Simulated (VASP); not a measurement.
MgSnN, 6 atoms in the cell. It takes space group P4_2/mmc (No. 131, tetragonal). The conventional cell has a = 3.806 Å, b = 3.806 Å, c = 7.583 Å, α = 90.00°, β = 90.00°, γ = 90.00°. Mg (site symmetry mmm) has 2 N at 1.90 Å within 2.5 Å. Sn (site symmetry -4m2) has 4 N at 2.69 Å and 8 Mg at 3.29 Å within 3.5 Å. N (site symmetry mmm) has 2 Mg at 1.90 Å within 2.5 Å. The cell was built from a structure type or drawn by symmetry, and may not be a known phase.

* Program: VASP 6.6.1
* Task: single point
* Functional: PBE
* Potentials or basis: VASP PAW PBE potentials, release 64 (Mg, Sn_d, N)
* Cutoff: 520 eV
* k mesh: 4 × 4 × 2
* Occupations: gaussian, width 0.1 eV
* Spin: no spin polarisation
* Dipole correction: no
* Further INCAR settings: ALGO = Normal; EDIFF = 1e-06; NBANDS = 30

Potentials or basis: VASP PAW PBE potentials, release 64 (Mg, Sn_d, N).

Launch:

```console
$ cat potpaw_PBE.64/Mg/POTCAR potpaw_PBE.64/Sn_d/POTCAR potpaw_PBE.64/N/POTCAR > POTCAR
$ mpirun -np 1 vasp_std > vasp.out
```

Hardware: 1 thread of Oxide Virtual Turin-like Processor (shared host).

Problem. Estimate the wall time of this run.

Solution. Wall time 51 s on 1 thread of Oxide Virtual Turin-like Processor, on a shared host, peak memory 0.18 GiB. Counts: scf iterations 16, k points 12.
